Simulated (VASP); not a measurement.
Au:

```
Au
1.0
    -1.62344    1.62344    1.62344
     1.62344   -1.62344    1.62344
     1.62344    1.62344   -1.62344
Au
1
Direct
  0.00000 0.00000 0.00000
```

Program: VASP 6.6.1. Alike in all runs: task single point; no spin polarisation; cell as given; cutoff (eV) 520; smearing fermi-dirac 0.05 eV.

Order these runs on this cell by their pressure, lowest first.
A. level PBE0; potentials or basis VASP PAW PBE potentials, release 64 (Au); k mesh 6 × 6 × 6; grid for exact exchange (PRECFOCK) Normal
B. level PBE; potentials or basis VASP PAW PBE potentials, release 64 (Au); k mesh 11 × 11 × 11
C. level PBEsol; potentials or basis VASP PAW PBE potentials, release 64 (Au); k mesh 11 × 11 × 11
D. level LDA; potentials or basis VASP PAW LDA potentials, release 64 (Au); k mesh 11 × 11 × 11

D (-4.4 GPa), C (-0.5 GPa), A (4.8 GPa), B (8.4 GPa).

Caveats: some runs use coarse meshes; the PAW data sets were made with another functional, which shifts forces and pressure a little (some runs).
